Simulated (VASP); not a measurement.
A run of VASP 6.6.1 is set up as follows.

The input INCAR:

```
PREC = Accurate
ENCUT = 520
EDIFF = 1E-7
ISMEAR = -1
SIGMA = 0.15
LREAL = F
LASPH = T
NELM = 60
ALGO = Normal
ISIF = 2
LWAVE = F
LCHARG = F
GGA = PE
NBANDS = 15
```

The input KPOINTS:

```
regular mesh
0
Gamma
  16 16 13
```

The input POSCAR:

```
HfB2
1.0
    3.1458457516      0.0000000000      0.0000000000
   -1.5729228758      2.7243823373      0.0000000000
    0.0000000000      0.0000000000      3.4861176986
Hf B
1 2
Direct
    0.0000000000      0.0000000000      0.0000000000
    0.3333333333      0.6666666667      0.5000000000
    0.6666666667      0.3333333333      0.5000000000
```

Potentials or basis: VASP PAW PBE potentials, release 64 (Hf_pv, B).

Run with:

```console
$ cat potpaw_PBE.64/Hf_pv/POTCAR potpaw_PBE.64/B/POTCAR > POTCAR
$ mpirun -np 1 vasp_std > vasp.out
```

Problem. What does it give for the band gap on the k mesh?

Solution. Zero (band 8 reaches 8.45 eV, above the bottom of band 9 at 7.20 eV).

Problem. Predict the pressure.

Solution. -0.4 GPa.

Stress tensor (GPa, compression positive):
```
-0.46  0.00  0.00
 0.00 -0.46  0.00
 0.00  0.00 -0.18
```

Caveat: spin-orbit coupling is left out, which moves the levels of the heavy elements.
